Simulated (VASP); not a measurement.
# H5C10Cl in VASP: a series of runs

H5C10Cl is run at these levels: LDA; tasks: single point.

Program: VASP 6.6.1. These are calculated values, not measurements. Logs are shortened: lines on timing, memory, paths and dates and some standing lists are left out, and cuts for length are marked.

### Step 1. The cell of the first run

The cell holds a slab with vacuum, 32 atoms: a = 5.049 Å, b = 5.049 Å, c = 18.836 Å, α = 90.00°, β = 90.00°, γ = 90.00°.

### Step 2. Single point, LDA

INCAR reads:

```
SYSTEM = H5C10Cl
PREC = Accurate ; ENCUT = 520
EDIFF = 1E-7 ; ISMEAR = -1
SIGMA = 0.05 ; LREAL = Auto
LASPH = .True. ; NELM = 100
ALGO = Normal ; ISIF = 2
LWAVE = .False. ; LCHARG = .False.
GGA = CA ; NBANDS = 74
```

KPOINTS reads:

```
regular mesh
0
Gamma
  2 2 1
  0 0 0
```

POSCAR reads:

```
H5C10Cl
1.0
    5.0487420000      0.0000000000      0.0000000000
    0.0000000000      5.0487420000      0.0000000000
    0.0000000000      0.0000000000     18.8355610000
H C Cl
10 20 2
Direct
    0.4277897346      0.0000000000      0.0530910654
    0.0722160095      0.0000000000      0.0530910654
    0.9277954786      0.0000000000      0.0530910654
    0.5722217535      0.0000000000      0.0530910654
    0.4277897346      0.5000057440      0.0530910654
    0.0722160095      0.5000057440      0.0530910654
    0.9277954786      0.5000057440      0.0530910654
    0.5722217535      0.5000057440      0.0530910654
    0.2468733795      0.4815456999      0.3356682607
    0.7531381085      0.4808326510      0.3357638246
    0.2500028720      0.0000000000      0.0867879645
    0.7500086160      0.0000000000      0.0867879645
    0.2500028720      0.5000057440      0.0867879645
    0.7500086160      0.5000057440      0.0867879645
    0.2500028720      0.2500028720      0.1341717404
    0.7500086160      0.2500028720      0.1341717404
    0.2500028720      0.7500086160      0.1341717404
    0.7500086160      0.7500086160      0.1341717404
   -0.0000594207      0.2650759338      0.1749722241
    0.5000453578      0.2647590231      0.1759437906
   -0.0000198069      0.7701720547      0.1854417822
    0.5000255509      0.7695580404      0.1858877471
   -0.0000792277      0.0215103089      0.2326822121
    0.5000849717      0.0185986925      0.2342961805
    0.0000198069      0.4865766561      0.2270811047
    0.4999463233      0.4865370423      0.2276279427
    0.2486361949      0.0616985380      0.2675789694
    0.7513752931      0.0618371864      0.2677382426
    0.2495076991      0.4042987342      0.2807561718
    0.7505235958      0.4044373826      0.2807455536
    0.0400495807      0.3910082947      0.4771931136
   -0.1110177545      0.7961587263      0.4800069401
```

Potentials or basis: VASP PAW LDA potentials, release 64 (H, C, Cl).

The run is started by

```sh
$ cat potpaw_LDA.64/H/POTCAR potpaw_LDA.64/C/POTCAR potpaw_LDA.64/Cl/POTCAR > POTCAR
$ mpirun -np 1 vasp_std > vasp.out
```

OUTCAR:

```text
SYSTEM = H5C10Cl
   PREC = Accurate
   ENCUT = 520
   EDIFF = 1E-7
   ISMEAR = -1
   LREAL = Auto
   LASPH = .True.
   NELM = 100
   ISIF = 2
   GGA = CA

 ion  position               nearest neighbor table
   1  0.428  0.000  0.053-   4 0.73  11 1.10
   2  0.072  0.000  0.053-   3 0.73  11 1.10
   3  0.928  0.000  0.053-   2 0.73  12 1.10
   4  0.572  0.000  0.053-   1 0.73  12 1.10
   5  0.428  0.500  0.053-   8 0.73  13 1.10
   6  0.072  0.500  0.053-   7 0.73  13 1.10
   7  0.928  0.500  0.053-   6 0.73  14 1.10
   8  0.572  0.500  0.053-   5 0.73  14 1.10
   9  0.247  0.482  0.336-  29 1.11
  10  0.753  0.481  0.336-  30 1.11
  11  0.250  0.000  0.087-   2 1.10   1 1.10  17 1.55  15 1.55
  12  0.750  0.000  0.087-   4 1.10   3 1.10  18 1.55  16 1.55
  13  0.250  0.500  0.087-   6 1.10   5 1.10  15 1.55  17 1.55
  14  0.750  0.500  0.087-   8 1.10   7 1.10  16 1.55  18 1.55
  15  0.250  0.250  0.134-  19 1.48  20 1.49  13 1.55  11 1.55
  16  0.750  0.250  0.134-  19 1.48  20 1.49  14 1.55  12 1.55
[... 8 lines left out ...]
  25  0.000  0.487  0.227-  19 1.49  21 1.63  30 1.67  29 1.67
  26  0.500  0.487  0.228-  20 1.48  22 1.63  29 1.67  30 1.67
  27  0.249  0.062  0.268-  23 1.43  24 1.43  29 1.75
  28  0.751  0.062  0.268-  23 1.43  24 1.43  30 1.75
  29  0.250  0.404  0.281-   9 1.11  26 1.67  25 1.67  27 1.75
  30  0.751  0.404  0.281-  10 1.11  26 1.67  25 1.67  28 1.75
  31  0.040  0.391  0.477-  32 2.18
  32  0.889  0.796  0.480-  31 2.18

  LATTYP: Found a simple tetragonal cell.
 ALAT       =     5.0487420000
 C/A-ratio  =     3.7307434208

  Lattice vectors:

 A1 = (   5.0487420000,   0.0000000000,   0.0000000000)
 A2 = (   0.0000000000,   5.0487420000,   0.0000000000)
 A3 = (   0.0000000000,   0.0000000000,  18.8355610000)

Analysis of symmetry for initial positions (statically):
=====================================================================
 Subroutine PRICEL returns:
 Original cell was already a primitive cell.

 Routine SETGRP: Setting up the symmetry group for a
 simple tetragonal supercell.

 Subroutine GETGRP returns: Found  1 space group operations
 (whereof  1 operations were pure point group operations)
 out of a pool of 16 trial point group operations.

The static configuration has the point symmetry C_1 .

Analysis of symmetry for dynamics (positions and initial velocities):
=====================================================================
 Subroutine PRICEL returns:
 Original cell was already a primitive cell.

 Routine SETGRP: Setting up the symmetry group for a
[... 151 lines left out ...]
   ISIF   =      2    stress and relaxation
   ISYM   =      2    0-nonsym 1-usesym 2-fastsym
   POTIM  = 0.5000    time-step for ionic-motion
   TEBEG  =    0.0;   TEEND  =   0.0 temperature during run
   PSTRESS=    0.0 pullay stress
   NELECT =     104.0000    total number of electrons
   NUPDOWN=      -1.0000    fix difference up-down
   EMIN   =  10.00;   EMAX   =-10.00  energy-range for DOS
   EFERMI =   0.00;   METHOD = LEGACY
   ISMEAR =    -1;   SIGMA  =   0.05  broadening in eV -4-tet -1-fermi 0-gaus
   EFERMI_NEDOS =   21; number of points for ismear=-14 and -15
   IALGO  =     38    algorithm
   IMIX   =      4    mixing-type and parameters
     AMIX     =   0.40;   BMIX     =  1.00
     AMIX_MAG =   1.60;   BMIX_MAG =  1.00
  volume/ion in A,a.u.               =      15.00       101.25
  Fermi-wavevector in a.u.,A,eV,Ry     =   0.983190  1.857960 13.152254  0.966663
  Thomas-Fermi vector in A             =   2.114330
   LORBIT       =      0    0 simple, 1 ext, 2 COOP (PROOUT), +10 PAW based schemes
   GGA     = CA    functional components
   LHFCALC =     F    Hartree Fock is set to
   AEXX    =    0.0000 exact exchange contribution
   IVDW    =     0    specifies the selected vdW correction
   LEPSILON=     F    determine dielectric tensor
   LRPA    =     F    only Hartree local field effects (RPA)
 non-spin polarized calculation
  energy-cutoff  :      520.00
  volume of cell :      480.11
 maximum number of plane-waves:     12931
 NGX is ok and might be reduce to    40
   NGX = 19   NGY = 19   NGZ = 71

 number of electron     104.0000006 magnetization

 Free energy of the ion-electron system (eV)
  ---------------------------------------------------
  ext. energy  EPLUGINS =         0.00000000
  ---------------------------------------------------
  free energy    TOTEN  =      -220.32275041 eV

  energy without entropy =     -220.22593213  energy(sigma->0) =     -220.27434127

 E-fermi :  -0.0039     XC(G=0):  -5.8576

 val. band max:       -0.0741219357   @ k =   0.5000   0.0000   0.0000
 cond. band min:       0.0077599289   @ k =   0.5000   0.0000   0.0000
 fundamental gap:      0.0818818646
 Fermi energy:        -0.0038571398

 k-point     1 :       0.0000    0.0000    0.0000
  band No.  band energies     occupation
      1     -21.2637      2.00000
      2     -18.8493      2.00000
      3     -16.9888      2.00000
      4     -16.9784      2.00000
      5     -16.8587      2.00000
      6     -16.5515      2.00000
[... 257 lines left out ...]
     63       6.2647      0.00000
     64       6.2978      0.00000
 [bands above 64 left out]

------------------------ aborting loop because EDIFF is reached ----------------------------------------

  FORCE on cell =-STRESS in cart. coord.  units (eV):
  Direction    XX          YY          ZZ          XY          YZ          ZX
  --------------------------------------------------------------------------------------
  -------------------------------------------------------------------------------------
  Total       63.7547671    -18.6869185    -19.7256021      0.6408743      5.5299827      0.0204716
  in kB      212.7542922    -62.3596055    -65.8257680      2.1386440     18.4539544      0.0683152
  external PRESSURE =      28.1896396 kB  Pullay stress =       0.0000000 kB

 VOLUME and BASIS-vectors are now :
 -----------------------------------------------------------------------------
  energy-cutoff  :      520.00
  volume of cell :      480.11
      direct lattice vectors                 reciprocal lattice vectors
     5.048742000  0.000000000  0.000000000     0.198069143  0.000000000  0.000000000
     0.000000000  5.048742000  0.000000000     0.000000000  0.198069143  0.000000000
     0.000000000  0.000000000 18.835561000     0.000000000  0.000000000  0.053091065

 POSITION                                       TOTAL-FORCE (eV/Angst)
 -----------------------------------------------------------------------------------
      2.15980      0.00000      1.00000        -8.999673      0.016941      0.001676
      0.36460      0.00000      1.00000         8.999843      0.021025      0.012022
      4.68420      0.00000      1.00000        -8.999866      0.021068      0.012211
      2.88900      0.00000      1.00000         8.999745      0.017027      0.001753
      2.15980      2.52440      1.00000        -8.981306      0.054305      0.006226
      0.36460      2.52440      1.00000         8.940762      0.031222      0.020823
[... 24 lines left out ...]
      0.20220      1.97410      8.98820        -0.557094      0.859231     -0.072497
      4.48824      4.01960      9.04120         0.554864     -0.868190     -0.160767
 -----------------------------------------------------------------------------------
    total drift:                                0.000123      0.021186      0.013534

  FREE ENERGIE OF THE ION-ELECTRON SYSTEM (eV)
  ---------------------------------------------------
  free  energy   TOTEN  =      -220.3227504131 eV

  energy  without entropy=     -220.2259321302  energy(sigma->0) =     -220.27434127
```

OSZICAR:

```text
N       E                     dE             d eps       ncg     rms          rms(c)
DAV:   1     0.700456882151E+03    0.70046E+03   -0.46080E+04   592   0.119E+03
DAV:   2    -0.144183053383E+03   -0.84464E+03   -0.80987E+03   808   0.281E+02
DAV:   3    -0.233589077350E+03   -0.89406E+02   -0.88382E+02   744   0.921E+01
[... 13 lines left out ...]
DAV:  77    -0.220322749876E+03   -0.32748E-06   -0.31112E-08   504   0.633E-04    0.272E-04
DAV:  78    -0.220322750100E+03   -0.22444E-06   -0.94666E-09   488   0.316E-04    0.181E-04
DAV:  79    -0.220322750284E+03   -0.18352E-06   -0.49717E-09   488   0.210E-04    0.145E-04
DAV:  80    -0.220322750384E+03   -0.10040E-06   -0.24600E-09   512   0.146E-04    0.887E-05
DAV:  81    -0.220322750413E+03   -0.28952E-07   -0.93902E-10   504   0.116E-04
   1 F= -.22032275E+03 E0= -.22027434E+03  d E =-.968183E-01
```

stdout:

```text
POSCAR found type information on POSCAR H C Cl
 POSCAR found :  3 types and      32 ions
 scaLAPACK will be used
 LDA part: xc-table for (Slater(with rela. corr.)+CA(PZ))
 , standard interpolation
 POSCAR, INCAR and KPOINTS ok, starting setup
 FFT: planning ... GRIDC
 FFT: planning ... GRID_SOFT
 FFT: planning ... GRID
 WAVECAR not read
 entering main loop
```

Wall time 8.9 min (1 thread of Intel Xeon 6975P-C (Granite Rapids), shared host); peak memory 0.46 GiB.

What came out:

* Free energy: -220.3228 eV
* Largest force: 9.000 eV/Å
* Band gap on the k mesh: zero (bands 52 and 53 overlap by 0.02 eV)

Forces on the atoms (eV/Å):
```
H   -9.000  0.017  0.002
H    9.000  0.021  0.012
H   -9.000  0.021  0.012
H    9.000  0.017  0.002
H   -8.981  0.054  0.006
H    8.941  0.031  0.021
H   -8.941  0.031  0.020
H    8.982  0.054  0.006
H   -0.010  0.039 -0.300
H    0.006  0.081 -0.324
C    0.051 -0.226  1.251
C   -0.051 -0.227  1.251
C    0.123  0.441  1.597
C   -0.123  0.443  1.594
C    0.077  0.002 -3.466
C   -0.082  0.004 -3.473
C    0.003  1.575  0.660
C   -0.003  1.569  0.657
C    0.010 -0.610  2.431
C   -0.005 -0.569  2.069
C   -0.003 -3.460 -0.509
C    0.002 -3.466 -0.545
C    0.005 -2.940 -2.684
C   -0.008 -3.108 -2.422
C   -0.006  0.480  4.306
C    0.010  0.457  4.341
C    0.148  4.812  1.372
C   -0.145  4.799  1.321
C   -0.022 -0.147 -4.509
C    0.024 -0.187 -4.463
Cl  -0.557  0.859 -0.072
Cl   0.555 -0.868 -0.161
```

Caveat: the k points lie up to 0.62 Å⁻¹ apart.

### Step 3. Single point, LDA

Changes to INCAR since step 2:

```diff
@@ -7,2 +7,2 @@
 LWAVE = .False. ; LCHARG = .False.
-GGA = CA ; NBANDS = 74
+NBANDS = 74
```

KPOINTS is that of step 2.

POSCAR reads:

```
H5C10Cl
1.0
    5.0487420000      0.0000000000      0.0000000000
    0.0000000000      5.0487420000      0.0000000000
    0.0000000000      0.0000000000     18.8355610000
H C Cl
10 20 2
Direct
    0.4277897346      0.0000000000      0.0530910654
    0.0722160095      0.0000000000      0.0530910654
    0.9277954786      0.0000000000      0.0530910654
    0.5722217535      0.0000000000      0.0530910654
    0.4277897346      0.5000057440      0.0530910654
    0.0722160095      0.5000057440      0.0530910654
    0.9277954786      0.5000057440      0.0530910654
    0.5722217535      0.5000057440      0.0530910654
    0.2379800750      0.5153362957      0.3217743289
    0.7618729577      0.5185450158      0.3211531634
    0.2500028720      0.0000000000      0.0867879645
    0.7500086160      0.0000000000      0.0867879645
    0.2500028720      0.5000057440      0.0867879645
    0.7500086160      0.5000057440      0.0867879645
    0.2500028720      0.2500028720      0.1341717404
    0.7500086160      0.2500028720      0.1341717404
    0.2500028720      0.7500086160      0.1341717404
    0.7500086160      0.7500086160      0.1341717404
    0.0001782622      0.2929442622      0.1727211629
    0.4997878679      0.2890819139      0.1733370193
   -0.0000396138      0.7526429356      0.1783541249
    0.5000255509      0.7523854457      0.1803344217
   -0.0000198069      0.0202822802      0.2221807994
    0.4998869025      0.0006734351      0.2277925250
    0.0001782622      0.4811693685      0.2329423583
    0.4999265163      0.4762968676      0.2355438205
    0.2450907573      0.0890122728      0.2645899424
    0.7548018893      0.0892697626      0.2644200510
    0.2464574343      0.3979407147      0.2728031302
    0.7536134744      0.3975247695      0.2727925120
    0.0069126131      0.3981982046      0.4606499376
   -0.0780392423      0.7871663872      0.4621789603
```

Potentials or basis: VASP PAW LDA potentials, release 64 (H, C, Cl).

The run is started by

```sh
$ cat potpaw_LDA.64/H/POTCAR potpaw_LDA.64/C/POTCAR potpaw_LDA.64/Cl/POTCAR > POTCAR
$ mpirun -np 1 vasp_std > vasp.out
```

It took 3.3 min on 1 thread of Intel Xeon 6975P-C (Granite Rapids), shared host; peak memory 0.43 GiB.

It converged, with:

| Quantity | Value |
| --- | --- |
| Free energy | -220.7455 eV |
| Largest force | 9.107 eV/Å |
| Band gap on the k mesh | 0.06 eV (least direct gap 0.26 eV) |

Forces on the atoms (eV/Å):
```
H   -9.106  0.037  0.102
H    9.095  0.028  0.115
H   -9.095  0.028  0.115
H    9.106  0.037  0.102
H   -9.069  0.097 -0.059
H    8.940  0.037  0.008
H   -8.942  0.038  0.007
H    9.070  0.097 -0.060
H    0.067 -0.754  0.972
H   -0.065 -0.787  1.051
C    0.070 -0.006  1.336
C   -0.069 -0.003  1.340
C    0.424  0.502  0.026
C   -0.424  0.496  0.027
C    0.110  2.231 -4.073
C   -0.119  2.252 -4.049
C    0.147 -0.489 -1.320
C   -0.151 -0.493 -1.322
C   -0.037 -5.351  2.138
C    0.054 -4.114  2.851
C    0.012  1.022  4.152
C   -0.007  0.040  3.505
C    0.004 -0.203  2.015
C    0.012  1.231  2.437
C   -0.031  1.568 -3.736
C    0.014  1.477 -4.365
C    0.678 -0.503 -1.723
C   -0.684 -0.531 -1.670
C    0.393  0.968  0.171
C   -0.395  1.072  0.107
Cl   0.100 -0.752 -0.060
Cl  -0.099  0.728 -0.141
```

Levels at points of the mesh, in eV from the valence-band top:
```tsv
k point	band 49	band 50	band 51	band 52	band 53	band 54	band 55	band 56
(0.00, 0.00, 0.00)	-1.70	-1.26	-0.86	-0.47	0.40	1.95	2.14	2.69
(0.50, 0.00, 0.00)	-1.98	-1.83	-1.71	0.00	0.33	2.08	3.11	3.13
(0.00, 0.50, 0.00)	-1.88	-1.05	-0.86	-0.40	0.06	0.28	2.60	2.68
(0.50, 0.50, 0.00)	-3.02	-2.14	-1.99	-0.03	0.22	0.32	3.52	3.55
```

Caveat: the k points lie up to 0.62 Å⁻¹ apart.

(Part 1 of 2 ends here.)
